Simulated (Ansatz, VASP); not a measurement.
## One calculation of Si4O, two programs

INCAR

```
PREC = Accurate ; ENCUT = 600
EDIFF = 1E-6 ; ISMEAR = 0
SIGMA = 0.1 ; LREAL = False
LASPH = True ; NELM = 200
ALGO = Normal ; ISIF = 2
LWAVE = False ; LCHARG = False
ISPIN = 2 ; MAGMOM = 0 0 0 0 1
LORBIT = 11 ; GGA = PE
NBANDS = 23 ; GGA_COMPAT = False
```

File KPOINTS:

```
Automatic mesh
0
Gamma
  4 4 4
```

Contents of POSCAR:

```
Si4O
1.0
   -2.6855274399      2.6855274399      2.6855274399
    2.6855274399     -2.6855274399      2.6855274399
    2.6855274399      2.6855274399     -2.6855274399
Si O
4 1
Direct
    0.4296361812      0.4296361812      0.4296361812
    0.5703638188      0.0000000000      0.0000000000
    0.0000000000      0.0000000000      0.5703638188
    0.0000000000      0.5703638188      0.0000000000
    0.0000000000      0.0000000000      0.0000000000
```

Input for Ansatz:

```yaml
crystal:
  lattice:
    - [-2.6855274399, 2.6855274399, 2.6855274399]
    - [2.6855274399, -2.6855274399, 2.6855274399]
    - [2.6855274399, 2.6855274399, -2.6855274399]
  atoms:
    - { symbol: Si, position: [0.4296361812, 0.4296361812, 0.4296361812] }
    - { symbol: Si, position: [0.5703638188, 0.0, 0.0] }
    - { symbol: Si, position: [0.0, 0.0, 0.5703638188] }
    - { symbol: Si, position: [0.0, 0.5703638188, 0.0] }
    - { symbol: O, position: [0.0, 0.0, 0.0], spin: 1.0 }
basis:
  ecutwfc: 420
kpoints:
  mp_grid: { grid: [4, 4, 4] }
hamiltonian:
  xc: pbe
scf:
  occupations: { method: gaussian, width: 0.1 }
  lower_state_search: "off"
output:
  forces: true
  stress: true
  eigenvalues: true
  populations: true
magnetization:
  spin_polarized: true
```

Change from the starting cell: species swapped into the GeF4 type (I-43m, No. 217).

Alike in both runs: task single point; functional PBE; k mesh 4 × 4 × 4; occupations gaussian, width 0.1 eV; collinear spin.

|  | VASP | Ansatz |
| --- | --- | --- |
| version | VASP 6.6.1 | Ansatz 0.2.0 |
| potentials or method | VASP PAW PBE potentials, release 64 (Si, O), cutoff 600 eV | scalar-relativistic, plane waves, PAW |
| valence electrons in the cell | 22 | 22 |

```csv
,VASP,Ansatz,Ansatz less VASP
gap on the k mesh at the Fermi level (eV),none,none,-
pressure (GPa),-0.5,-0.4,+0.05
rms of the force components (eV/Å),0.026,0.021,-0.0046
net moment per atom (μB),0.20,0.20,-0.002
size of the moment on the site where the two differ most (μB),0.09,0.06,-0.030
```

Site moments also hang on the region over which each program counts them. Atom by atom the forces differ by 0.005 eV/Å (rms over components). A gap of «none» marks a metal or a gap that the smearing closes.

The k mesh is coarse, so the values compare programs but aren't converged.
